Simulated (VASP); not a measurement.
## Ta: single point with RPBE

The system is Ta.

```
Ta
1.0
    -1.60066    1.60066    1.60066
     1.60066   -1.60066    1.60066
     1.60066    1.60066   -1.60066
Ta
1
Cartesian
  0.0000 0.0000 0.0000
```

This cell differs from its parent crystal: volume scaled by 0.88.

- Program: VASP 6.6.1
- Task: single point
- Functional: RPBE
- Potentials or basis: VASP PAW PBE potentials, release 64 (Ta_pv)
- Cutoff: 520 eV
- k mesh: 22 × 22 × 22
- Occupations: fermi-dirac, width 0.1 eV
- Spin: no spin polarisation

* Pressure: 30.3 GPa

Levels at points of the mesh, in eV from the Fermi level:
| k point | band 3 | band 4 | band 5 | band 6 | band 7 | band 8 | band 9 | band 10 |
| --- | --- | --- | --- | --- | --- | --- | --- | --- |
| (0.00, 0.00, 0.00) | -32.73 | -8.28 | 0.73 | 0.73 | 0.73 | 4.35 | 4.35 | 15.41 |
| (0.50, 0.00, 0.00) | -32.74 | -4.82 | -1.84 | 2.03 | 4.31 | 5.45 | 8.75 | 12.34 |
| (0.50, 0.50, 0.50) | -33.81 | -4.40 | -4.40 | 7.63 | 7.63 | 7.63 | 9.54 | 9.54 |

Wall time 27 s on 1 thread of Intel(R) Xeon(R) Platinum 8559C (Emerald Rapids), with other jobs on the host, peak memory 0.19 GiB.

Caveat: the PAW data sets were made with another functional, which shifts forces and pressure a little; spin-orbit coupling is left out, which moves the levels of the heavy elements.
